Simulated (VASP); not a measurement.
Crystal: Sn3Cl5.

```
Sn Cl
1.0
     6.39264    0.00000    0.00000
     0.00000    6.39264    0.00000
     0.00000    0.00000    6.39264
Sn Cl
3 5
Direct
  0.00000 0.50000 0.50000
  0.50000 0.00000 0.50000
  0.50000 0.50000 0.00000
  0.50000 0.00000 0.00000
  0.00000 0.50000 0.00000
  0.00000 0.00000 0.50000
  0.00000 0.00000 0.00000
  0.50000 0.50000 0.50000
```

The cell was generated, and may not be a known phase.

```yaml
Program: VASP 6.6.1
Task: relaxation of cell and atoms
Functional: PBE
Potentials_or_basis: VASP PAW PBE potentials, release 64 (Sn_d, Cl)
Cutoff: 600 eV
k_mesh: 4 × 4 × 4
Occupations: gaussian, width 0.1 eV
Spin: no spin polarisation
```

At the start: pressure -3.2 GPa; volume 32.66 Å³/atom.

Task: How do energy, volume and symmetry change on relaxing?

Result: Over 3 steps the energy falls by 45.7 meV/atom and the volume is 28.71 Å³/atom (-12.1 %); space group Pm-3m (No. 221, to 0.1 Å) before and after.

The path:
```csv
step,energy change (eV),largest force (eV/Å),pressure (GPa),volume (Å³)
1,0.0000,0.0000,-3.21,261.24
2,-0.3361,0.0000,-1.08,237.31
3,-0.3653,0.0000,-0.09,229.67
```

Final structure:
```
Sn Cl
1.0
     6.12397    0.00000    0.00000
     0.00000    6.12397    0.00000
     0.00000    0.00000    6.12397
Sn Cl
3 5
Cartesian
  0.0000 3.0620 3.0620
  3.0620 0.0000 3.0620
  3.0620 3.0620 0.0000
  3.0620 0.0000 0.0000
  0.0000 3.0620 0.0000
  0.0000 0.0000 3.0620
  0.0000 0.0000 0.0000
  3.0620 3.0620 3.0620
```

Caveat: an odd number of electrons without spin polarisation forces a metal; a magnetic or distorted state may lie lower.
